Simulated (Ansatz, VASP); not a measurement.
## One calculation of HfO2, two programs

```xyz
6
Lattice="3.5768 0.0000 0.0000 0.0000 3.5768 0.0000 0.0000 0.0000 5.4628" Properties=species:S:1:pos:R:3 pbc="T T T"
Hf    1.7884    1.7884    2.7314
Hf    0.0000    0.0000    0.0000
O     0.0000    1.7884    3.8030
O     1.7884    0.0000    4.3912
O     1.7884    0.0000    1.6598
O     0.0000    1.7884    1.0716
```

Change from the starting cell: strain +0.000 along x and y, +0.050 along z, atoms carried along.

Alike in both runs: task single point; functional r2SCAN; k mesh 6 × 6 × 6; occupations gaussian, width 0.05 eV; no spin polarisation.

|  | VASP | Ansatz |
| --- | --- | --- |
| version | VASP 6.6.1 | Ansatz 0.2.0 |
| potentials or method | VASP PAW PBE potentials, release 64 (Hf_pv, O), cutoff 520 eV | scalar-relativistic, plane waves, PAW |
| valence electrons in the cell | 44 | 76 |

```csv
,VASP,Ansatz,Ansatz less VASP
gap on the k mesh at the Fermi level (eV),4.93,4.96,+0.034
least direct gap on the mesh (eV),4.97,5.00,+0.030
pressure (GPa),-13.6,-10.5,+3.18
"traceless stress, the component that is largest in VASP (GPa)",-9.84,-9.83,+0.006
rms of the force components (eV/Å),0.272,0.236,-0.0353
```

VASP's potentials were made for PBE, not for r2SCAN. Atom by atom the forces differ by 0.035 eV/Å (rms over components). With one functional, cell and mesh, what is left measures potentials, basis and numerics. VASP's potentials hold 44 valence electrons a cell and Ansatz's 76, so a difference there can come from the potentials and not from the codes.

Neither program's run includes spin-orbit coupling.
